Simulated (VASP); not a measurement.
# SnW2: single point with PBE

Crystal: SnW2.

```xyz
3
Lattice="-1.6621 1.6621 4.7721 1.6621 -1.6621 4.7721 1.6621 1.6621 -4.7721" Properties=species:S:1:pos:R:3 pbc="T T T"
Sn    0.0000    0.0000    0.0000
W     0.0000    0.0000    6.4715
W     0.0000    0.0000    3.0726
```

- Program: VASP 6.6.1
- Task: single point
- Functional: PBE
- Potentials or basis: VASP PAW PBE potentials, release 64 (Sn_d, W_sv)
- Cutoff: 520 eV
- k mesh: 6 × 6 × 6
- Occupations: gaussian, width 0.1 eV
- Spin: no spin polarisation

```yaml
Pressure: 0.4 GPa
Largest_force: 0.012 eV/Å
Band_gap_on_the_k_mesh: zero (bands 21 and 22 overlap by 0.79 eV)
```

Forces on the atoms (eV/Å):
```
Sn   0.000  0.000  0.000
W    0.000  0.000 -0.012
W    0.000  0.000  0.012
```

Levels at points of the mesh, in eV from the Fermi level:
```csv
k point,band 17,band 18,band 19,band 20,band 21,band 22,band 23,band 24,band 25,band 26
"(0.00, 0.00, 0.00)",-3.57,-1.01,-1.01,-0.91,-0.33,-0.33,-0.32,1.76,2.49,3.27
"(0.50, 0.00, 0.00)",-3.99,-2.49,-2.25,-2.19,0.45,0.72,2.09,2.45,2.53,2.62
"(0.50, 0.50, 0.00)",-4.57,-2.15,-1.63,-1.62,-0.38,0.77,1.99,2.29,2.55,2.60
"(0.50, 0.50, 0.50)",-3.48,-1.33,-1.33,-0.92,0.16,1.36,1.36,1.76,3.17,3.17
```

Wall time 2.3 min on 1 thread of Intel Xeon 8259CL, with other jobs on the host, peak memory 0.22 GiB.

Caveat: spin-orbit coupling is left out, which moves the levels of the heavy elements.
